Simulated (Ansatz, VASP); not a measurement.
InSb in VASP and in Ansatz

```xyz
2
Lattice="0.0000 3.2817 3.2817 3.2817 0.0000 3.2817 3.2817 3.2817 0.0000" Properties=species:S:1:pos:R:3 pbc="T T T"
In    0.0000    0.0000    0.0000
Sb    4.9226    4.9226    4.9226
```

Change from the starting cell: volume scaled by 1.04, crystal datasets.

Alike in both runs: task electric field gradients; functional LDA; k mesh 10 × 10 × 10; occupations fermi-dirac, width 0.03 eV; no spin polarisation.

|  | VASP | Ansatz |
| --- | --- | --- |
| version | VASP 6.6.1 | Ansatz 0.2.0 |
| potentials or method | VASP PAW LDA potentials, release 64 (In_d, Sb), cutoff 520 eV | all-electron PAW with datasets made for the crystal, scalar-relativistic |

|  | VASP | Ansatz | Ansatz less VASP |
| --- | --- | --- | --- |
| pressure (GPa) | -2.1 | -2.1 | -0.05 |

LDA's correlation is that of Perdew and Zunger in VASP and of Perdew and Wang (1992) in Ansatz. Ansatz ran all-electron here, and VASP with PAW potentials.

Spin-orbit coupling is off throughout.
